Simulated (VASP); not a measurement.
Crystal: Si.

```
Si
1.0
     3.83000    0.00000    0.00000
    -1.91500    3.31688    0.00000
     0.00000    0.00000    6.33000
Si
4
Direct
  0.33333 0.66667 0.06250
  0.66667 0.33333 0.56250
  0.66667 0.33333 0.93750
  0.33333 0.66667 0.43750
```

This isn't the form of Si at room conditions, which is diamond.

```yaml
Program: VASP 6.6.1
Task: relaxation of cell and atoms
Functional: LDA
Potentials_or_basis: VASP PAW LDA potentials, release 64 (Si)
Cutoff: 600 eV
k_mesh: 10 × 10 × 6
Occupations: gaussian, width 0.01 eV
Spin: no spin polarisation
```

At the start: pressure -1.9 GPa; volume 20.10 Å³/atom.

**Question.** How do energy, volume and symmetry change on relaxing?

**Answer.** Over 8 steps the energy falls by 2.6 meV/atom and the volume is 19.70 Å³/atom (-2.0 %); space group P6_3/mmc (No. 194, to 0.1 Å) before and after.

Step by step:
| step | energy change (eV) | largest force (eV/Å) | pressure (GPa) | volume (Å³) |
| --- | --- | --- | --- | --- |
| 1 | 0.0000 | 0.0684 | -1.89 | 80.41 |
| 2 | -0.0053 | 0.0191 | 1.39 | 77.69 |
| 3 | -0.0101 | 0.0187 | 0.01 | 78.78 |
| 4 | -0.0101 | 0.0176 | 0.04 | 78.75 |
| 5 | -0.0102 | 0.0077 | 0.04 | 78.75 |
| 6 | -0.0102 | 0.0021 | 0.04 | 78.75 |
| 7 | -0.0102 | 0.0023 | -0.03 | 78.81 |
| 8 | -0.0102 | 0.0003 | -0.01 | 78.78 |

Final structure:
```xyz
4
Lattice="3.8028 0.0000 0.0000 -1.9014 3.2933 0.0000 0.0000 0.0000 6.2905" Properties=species:S:1:pos:R:3 pbc="T T T"
Si    0.0000    2.1956    0.3965
Si    1.9014    1.0978    3.5418
Si    1.9014    1.0978    5.8939
Si    0.0000    2.1956    2.7487
```
